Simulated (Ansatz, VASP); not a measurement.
# One calculation of TiAl, two programs

```xyz
2
Lattice="2.8478 0.0000 0.0000 -1.4239 2.4663 0.0000 0.0000 0.0000 4.6199" Properties=species:S:1:pos:R:3 pbc="T T T"
Ti    0.0000    0.0564    0.0000
Al    0.0000    1.5442    2.3100
```

Change from the starting cell: mode 4 (182.5 1/cm) frozen in, largest displacement -0.100 Å.

Alike in both runs: task single point; functional PBEsol; k mesh 24 × 24 × 14; occupations gaussian, width 0.15 eV; no spin polarisation.

```csv
,VASP,Ansatz
version,VASP 6.6.1,Ansatz 0.2.0
potentials or method,"VASP PAW PBE potentials, release 64 (Ti_sv, Al), cutoff 520 eV","scalar-relativistic, plane waves, PAW"
valence electrons in the cell,15,15
```

```csv
,VASP,Ansatz,Ansatz less VASP
gap on the k mesh at the Fermi level (eV),none,none,-
pressure (GPa),0.2,0.3,+0.04
"traceless stress, the component that is largest in VASP (GPa)",-2.68,-2.64,+0.037
rms of the force components (eV/Å),0.225,0.225,+0.0001
```

VASP's potentials were made for PBE, not for PBEsol. Atom by atom the forces differ by 0.000 eV/Å (rms over components). A gap of «none» marks a metal or a gap that the smearing closes.
